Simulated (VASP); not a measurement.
# ScAl3 (Pm-3m) in VASP: further runs

The runs below take ScAl3 through single point, with r2SCAN.

Program: VASP 6.6.1. These are calculated values, not measurements. Logs are shortened: lines on timing, memory, paths and dates and some standing lists are left out, and cuts for length are marked.

## 1. The cell of the first run

The structure is cubic, space group Pm-3m (No. 221). Conventional cell: a = 4.090 Å, b = 4.090 Å, c = 4.090 Å, α = 90.00°, β = 90.00°, γ = 90.00°. Within 3.8 Å of Sc (site symmetry m-3m) lie 12 Al at 2.89 Å. Within 3.8 Å of Al (site symmetry 4/mmm) lie 4 Sc at 2.89 Å and 8 Al at 2.89 Å.

## 2. Single point, r2SCAN (17.10 Å³/atom)

POSCAR reads:

```
ScAl3
1.0
    4.0898718543      0.0000000000      0.0000000000
    0.0000000000      4.0898718543      0.0000000000
    0.0000000000      0.0000000000      4.0898718543
Sc Al
1 3
Direct
    0.0000000000      0.0000000000      0.0000000000
    0.5000000000      0.0000000000      0.5000000000
    0.0000000000      0.5000000000      0.5000000000
    0.5000000000      0.5000000000      0.0000000000
```

INCAR.step1 reads:

```
SYSTEM = ScAl3
PREC     = Accurate       ! precision mode
ENCUT    = 520            ! plane-wave cutoff, eV
ISMEAR   = 0              ! smearing method
SIGMA    = 0.05           ! smearing width, eV
LREAL    = .FALSE.        ! projectors in reciprocal space
LASPH    = .TRUE.         ! aspherical terms in the spheres
NELM     = 100            ! most SCF steps
NBANDS   = 18             ! bands
GGA      = PE             ! functional
ALGO     = Normal         ! electronic algorithm
EDIFF    = 1E-4           ! SCF threshold, eV
LWAVE    = .TRUE.         ! write WAVECAR
LCHARG   = .FALSE.        ! write CHGCAR
```

INCAR.step2 reads:

```
SYSTEM = ScAl3
PREC     = Accurate       ! precision mode
ENCUT    = 520            ! plane-wave cutoff, eV
EDIFF    = 1E-7           ! SCF threshold, eV
ISMEAR   = 0              ! smearing method
SIGMA    = 0.05           ! smearing width, eV
LREAL    = .FALSE.        ! projectors in reciprocal space
LASPH    = .TRUE.         ! aspherical terms in the spheres
NELM     = 100            ! most SCF steps
ALGO     = Normal         ! electronic algorithm
ISIF     = 2              ! what is computed and relaxed
LWAVE    = .FALSE.        ! write WAVECAR
LCHARG   = .FALSE.        ! write CHGCAR
METAGGA  = R2SCAN         ! meta-GGA
LMIXTAU  = .TRUE.       
NBANDS   = 18             ! bands
ISTART   = 1
```

KPOINTS reads:

```
Automatic mesh
0
G
  10 10 10
  0 0 0
```

Potentials or basis: VASP PAW PBE potentials, release 64 (Sc_sv, Al).

Run with:

```
cat potpaw_PBE.64/Sc_sv/POTCAR potpaw_PBE.64/Al/POTCAR > POTCAR
cp INCAR.step1 INCAR
mpirun -np 1 vasp_std > vasp.out
cp INCAR.step2 INCAR
mpirun -np 1 vasp_std > vasp.out
```

OUTCAR:

```text
SYSTEM = ScAl3
   PREC = Accurate
   ENCUT = 520
   EDIFF = 1E-7
   ISMEAR = 0
   LREAL = .FALSE.
   LASPH = .TRUE.
   NELM = 100
   ISIF = 2
   METAGGA = R2SCAN
   ISTART = 1

 ion  position               nearest neighbor table
   1  0.000  0.000  0.000-   2 2.89   3 2.89   4 2.89   2 2.89   3 2.89   3 2.89   4 2.89   3 2.89
                             2 2.89   4 2.89   2 2.89   4 2.89
   2  0.500  0.000  0.500-   1 2.89   3 2.89   4 2.89   1 2.89   4 2.89   3 2.89   4 2.89   4 2.89
                             1 2.89   3 2.89   1 2.89   3 2.89
   3  0.000  0.500  0.500-   1 2.89   2 2.89   4 2.89   1 2.89   4 2.89   1 2.89   2 2.89   1 2.89
                             2 2.89   4 2.89   4 2.89   2 2.89
   4  0.500  0.500  0.000-   1 2.89   2 2.89   3 2.89   2 2.89   3 2.89   1 2.89   2 2.89   2 2.89
                             1 2.89   3 2.89   3 2.89   1 2.89

  LATTYP: Found a simple cubic cell.
 ALAT       =     4.0898718543

  Lattice vectors:

 A1 = (   4.0898718543,   0.0000000000,   0.0000000000)
 A2 = (   0.0000000000,   4.0898718543,   0.0000000000)
 A3 = (   0.0000000000,   0.0000000000,   4.0898718543)

Analysis of symmetry for initial positions (statically):
=====================================================================
 Subroutine PRICEL returns:
 Original cell was already a primitive cell.

 Routine SETGRP: Setting up the symmetry group for a
 simple cubic supercell.

 Subroutine GETGRP returns: Found 48 space group operations
 (whereof 48 operations were pure point group operations)
 out of a pool of 48 trial point group operations.

The static configuration has the point symmetry O_h .

Analysis of symmetry for dynamics (positions and initial velocities):
=====================================================================
 Subroutine PRICEL returns:
 Original cell was already a primitive cell.

 Routine SETGRP: Setting up the symmetry group for a
 simple cubic supercell.

 Subroutine GETGRP returns: Found 48 space group operations
 (whereof 48 operations were pure point group operations)
 out of a pool of 48 trial point group operations.

The dynamic configuration has the point symmetry O_h .

 Subroutine INISYM returns: Found 48 space group operations
 (whereof 48 operations are pure point group operations),
 and found     1 'primitive' translations

----------------------------------------------------------------------------------------

                                     Primitive cell

  volume of cell :      68.4115

  direct lattice vectors                    reciprocal lattice vectors
     4.089871854  0.000000000  0.000000000     0.244506438  0.000000000  0.000000000
     0.000000000  4.089871854  0.000000000     0.000000000  0.244506438  0.000000000
     0.000000000  0.000000000  4.089871854     0.000000000  0.000000000  0.244506438

  length of vectors
     4.089871854  4.089871854  4.089871854     0.244506438  0.244506438  0.244506438

  position of ions in fractional coordinates (direct lattice)
     0.000000000  0.000000000  0.000000000
     0.500000000  0.000000000  0.500000000
     0.000000000  0.500000000  0.500000000
     0.500000000  0.500000000  0.000000000

  ion indices of the primitive-cell ions
   primitive index   ion index
                 1           1
                 2           2
                 3           3
                 4           4

----------------------------------------------------------------------------------------

 KPOINTS: Automatic mesh

Automatic generation of k-mesh.
 Grid dimensions read from file:
 generate k-points for:   10   10   10

 Generating k-lattice:

  Cartesian coordinates                     Fractional coordinates (reciprocal lattice)
     0.024450644  0.000000000  0.000000000     0.100000000  0.000000000  0.000000000
     0.000000000  0.024450644  0.000000000     0.000000000  0.100000000  0.000000000
     0.000000000  0.000000000  0.024450644     0.000000000  0.000000000  0.100000000

  Length of vectors
     0.024450644  0.024450644  0.024450644

  Shift w.r.t. Gamma in fractional coordinates (k-lattice)
     0.000000000  0.000000000  0.000000000

 Subroutine IBZKPT returns following result:
 ===========================================

 Found     56 irreducible k-points:

 Following reciprocal coordinates:
            Coordinates               Weight
  0.000000  0.000000  0.000000      1.000000
  0.100000  0.000000  0.000000      6.000000
  0.200000  0.000000  0.000000      6.000000
  0.300000  0.000000  0.000000      6.000000
  0.400000  0.000000  0.000000      6.000000
  0.500000  0.000000  0.000000      3.000000
[... 16 lines left out ...]
  0.200000  0.100000  0.100000     24.000000
  0.300000  0.100000  0.100000     24.000000
 [... further k-points ...]
   k-points           NKPTS =     56   k-points in BZ     NKDIM =     56   number of bands    NBANDS=     18
   number of dos      NEDOS =    301   number of ions     NIONS =      4
   total plane-waves  NPLWV =  27000
   dimension x,y,z NGX =    30 NGY =   30 NGZ =   30
   dimension x,y,z NGXF=    60 NGYF=   60 NGZF=   60
   ions per type =               1   3
   NGX,Y,Z   is equivalent  to a cutoff of  12.19, 12.19, 12.19 a.u.
   NGXF,Y,Z  is equivalent  to a cutoff of  24.39, 24.39, 24.39 a.u.
 SYSTEM =  ScAl3
   PREC   = accura    normal or accurate (medium, high low for compatibility)
   ISTART =      1    job   : 0-new  1-cont  2-samecut
   ICHARG =      0    charge: 1-file 2-atom 10-const
   ISPIN  =      1    spin polarized calculation?
   LNONCOLLINEAR =      F non collinear calculations
   LSORBIT =      F    spin-orbit coupling
   LASPH  =      T    aspherical Exc in radial PAW
   ENCUT  =  520.0 eV  38.22 Ry    6.18 a.u.   7.60  7.60  7.60*2*pi/ulx,y,z
   NELM   =    100;   NELMIN=  2; NELMDL=  0     # of ELM steps
   EDIFF  = 0.1E-06   stopping-criterion for ELM
   LREAL  =      F    real-space projection
   EDIFFG = 0.1E-05   stopping-criterion for IOM
   NSW    =      0    number of steps for IOM
   IBRION =     -1    ionic relax: 0-MD 1-quasi-New 2-CG
   NFREE  =      0    steps in history (QN), initial steepest desc. (CG)
   ISIF   =      2    stress and relaxation
   ISYM   =      2    0-nonsym 1-usesym 2-fastsym
   POTIM  = 0.5000    time-step for ionic-motion
   TEBEG  =    0.0;   TEEND  =   0.0 temperature during run
   PSTRESS=    0.0 pullay stress
   NELECT =      20.0000    total number of electrons
   NUPDOWN=      -1.0000    fix difference up-down
   EMIN   =  10.00;   EMAX   =-10.00  energy-range for DOS
   EFERMI =   0.00;   METHOD = LEGACY
   ISMEAR =     0;   SIGMA  =   0.05  broadening in eV -4-tet -1-fermi 0-gaus
   EFERMI_NEDOS =   21; number of points for ismear=-14 and -15
   IALGO  =     38    algorithm
   IMIX   =      4    mixing-type and parameters
     AMIX     =   0.40;   BMIX     =  1.00
     AMIX_MAG =   1.60;   BMIX_MAG =  1.00
  volume/ion in A,a.u.               =      17.10       115.42
  Fermi-wavevector in a.u.,A,eV,Ry     =   1.086530  2.053244 16.062328  1.180548
  Thomas-Fermi vector in A             =   2.222669
   LORBIT       =      0    0 simple, 1 ext, 2 COOP (PROOUT), +10 PAW based schemes
   METAGGA = R2SCAN    functional components
   LHFCALC =     F    Hartree Fock is set to
   AEXX    =    0.0000 exact exchange contribution
   IVDW    =     0    specifies the selected vdW correction
   LEPSILON=     F    determine dielectric tensor
   LRPA    =     F    only Hartree local field effects (RPA)
 non-spin polarized calculation
 Gauss-broadening in eV      SIGMA  =   0.05
  energy-cutoff  :      520.00
  volume of cell :       68.41
 maximum number of plane-waves:      1863
   NGX = 15   NGY = 15   NGZ = 15

 number of electron      19.9999996 magnetization

 Free energy of the ion-electron system (eV)
  ---------------------------------------------------
  ext. energy  EPLUGINS =         0.00000000
  ---------------------------------------------------
  free energy    TOTEN  =       -33.50927984 eV

  energy without entropy =      -33.50806220  energy(sigma->0) =      -33.50867102

 E-fermi :   7.3125     XC(G=0): -11.1167

 val. band max:        7.2485768445   @ k =   0.3000   0.3000   0.0000
 cond. band min:       7.3304661505   @ k =   0.3000   0.0000   0.0000
 fundamental gap:      0.0818893060
 Fermi energy:         7.3124546242

 k-point     1 :       0.0000    0.0000    0.0000
  band No.  band energies     occupation
      1     -43.7845      2.00000
      2     -21.5226      2.00000
      3     -21.5226      2.00000
      4     -21.5226      2.00000
      5      -3.3411      2.00000
      6       4.5826      2.00000
[... 10 lines left out ...]
     17      12.8971      0.00000
     18      12.8971      0.00000

 k-point     2 :       0.1000    0.0000    0.0000
  band No.  band energies     occupation
      1     -43.7844      2.00000
      2     -21.5260      2.00000
      3     -21.5223      2.00000
      4     -21.5223      2.00000
      5      -3.2435      2.00000
      6       3.6971      2.00000
[... 10 lines left out ...]
     17      12.9724      0.00000
     18      12.9724      0.00000

 k-point     3 :       0.2000    0.0000    0.0000
  band No.  band energies     occupation
      1     -43.7841      2.00000
      2     -21.5348      2.00000
      3     -21.5216      2.00000
      4     -21.5216      2.00000
      5      -2.9538      2.00000
      6       2.4580      2.00000
[... 10 lines left out ...]
     17      12.8208      0.00000
     18      13.0835      0.00000

 k-point     4 :       0.3000    0.0000    0.0000
  band No.  band energies     occupation
      1     -43.7836      2.00000
      2     -21.5456      2.00000
      3     -21.5208      2.00000
      4     -21.5208      2.00000
      5      -2.4824      2.00000
      6       1.2490      2.00000
[... 375 lines left out ...]
      4     -21.5252      2.00000
      5      -3.0501      2.00000
      6       3.6832      2.00000
[... 10 lines left out ...]
     17      13.1395      0.00000
     18      13.2127      0.00000

 k-point    23 :       0.2000    0.1000    0.1000
  band No.  band energies     occupation
      1     -43.7838      2.00000
      2     -21.5341      2.00000
      3     -21.5248      2.00000
      4     -21.5245      2.00000
      5      -2.7638      2.00000
      6       2.5978      2.00000
[... 10 lines left out ...]
     17      12.6484      0.00000
     18      12.9952      0.00000

 k-point    24 :       0.3000    0.1000    0.1000
  band No.  band energies     occupation
      1     -43.7834      2.00000
      2     -21.5448      2.00000
      3     -21.5239      2.00000
      4     -21.5235      2.00000
      5      -2.2985      2.00000
      6       1.4115      2.00000
[... 10 lines left out ...]
     17      12.3956      0.00000
     18      13.2544      0.00000

 [... further k-points ...]

------------------------ aborting loop because EDIFF is reached ----------------------------------------

  FORCE on cell =-STRESS in cart. coord.  units (eV):
  Direction    XX          YY          ZZ          XY          YZ          ZX
  --------------------------------------------------------------------------------------
  -------------------------------------------------------------------------------------
  Total       -0.1344303     -0.1344303     -0.1344303     -0.0000000      0.0000000     -0.0000000
  in kB       -3.1483195     -3.1483195     -3.1483195     -0.0000000      0.0000000     -0.0000000
  external PRESSURE =      -3.1483195 kB  Pullay stress =       0.0000000 kB

 VOLUME and BASIS-vectors are now :
 -----------------------------------------------------------------------------
  energy-cutoff  :      520.00
  volume of cell :       68.41
      direct lattice vectors                 reciprocal lattice vectors
     4.089871854  0.000000000  0.000000000     0.244506438  0.000000000  0.000000000
     0.000000000  4.089871854  0.000000000     0.000000000  0.244506438  0.000000000
     0.000000000  0.000000000  4.089871854     0.000000000  0.000000000  0.244506438

 POSITION                                       TOTAL-FORCE (eV/Angst)
 -----------------------------------------------------------------------------------
      0.00000      0.00000      0.00000         0.000000      0.000000      0.000000
      2.04494      0.00000      2.04494         0.000000      0.000000      0.000000
      0.00000      2.04494      2.04494         0.000000      0.000000      0.000000
      2.04494      2.04494      0.00000         0.000000      0.000000      0.000000
 -----------------------------------------------------------------------------------
    total drift:                                0.000000     -0.000000      0.000000

  FREE ENERGIE OF THE ION-ELECTRON SYSTEM (eV)
  ---------------------------------------------------
  free  energy   TOTEN  =       -33.5092798391 eV

  energy  without entropy=      -33.5080622021  energy(sigma->0) =      -33.50867102
```

It took 5.8 min on 1 thread of Intel Xeon Platinum 8259CL at 2.50GHz (Skylake/Cascade Lake), shared host; peak memory 0.21 GiB.

What came out:

```
Free energy            : -33.5093 eV
Pressure               : -0.3 GPa
Band gap on the k mesh : zero (bands 10 and 11 overlap by 4.25 eV)
```

Levels at points of the mesh, in eV from the Fermi level:
```tsv
k point	band 7	band 8	band 9	band 10	band 11	band 12	band 13	band 14
(0.00, 0.00, 0.00)	-2.73	-2.03	-2.03	-2.03	1.30	1.40	1.40	1.40
(0.50, 0.00, 0.00)	-1.87	-1.87	-1.59	0.96	0.96	1.16	1.33	1.77
(0.50, 0.50, 0.00)	-6.00	-4.70	-0.58	-0.58	1.18	1.50	2.30	2.77
(0.50, 0.50, 0.50)	-5.02	-4.83	-3.29	-3.29	-3.29	1.04	2.88	2.88
```

Caveat: the PAW data sets were made with another functional, which shifts forces and pressure a little.

(Part 1 of 2 ends here.)

The gap in the log of VASP goes by the Fermi energy; the results here count the filled bands.